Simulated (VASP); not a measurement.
The system is C.

```xyz
4
Lattice="2.4589 0.0000 0.0000 -1.2295 2.1295 0.0000 0.0000 0.0000 7.1762" Properties=species:S:1:pos:R:3 pbc="T T T"
C     1.2295    2.1295    1.7940
C     0.0000    0.0000    5.3821
C     0.0000    1.4197    1.7940
C     1.2295    0.7098    5.3821
```

Base run:

| Quantity | Value |
| --- | --- |
| Program | VASP 6.6.1 |
| Functional | PBEsol |
| Potentials or basis | VASP PAW PBE potentials, release 64 (C) |
| Cutoff | 520 eV |
| k mesh | 8 × 8 × 3 |
| Occupations | fermi-dirac, width 0.05 eV |
| Spin | no spin polarisation |

Its results: band gap on the k mesh 1.79 eV, indirect (least direct gap 1.82 eV); pressure 0.6 GPa.

Q: The run is repeated on the same cell with these changes: k mesh from 8 × 8 × 3 to 14 × 14 × 4; further incar settings from ALGO = Normal; EDIFF = 1e-07; NBANDS = 16 to ALGO = Normal; EDIFF = 1e-06; NBANDS = 16. What comes out?

A: Band gap on the k mesh 1.00 eV, direct; pressure 0.6 GPa.

Caveats: the PAW data sets were made with another functional, which shifts forces and pressure a little; this functional lacks dispersion, which binds the layers, so the pressure and a relaxed spacing across them are unreliable.

A k mesh can miss the band edges.
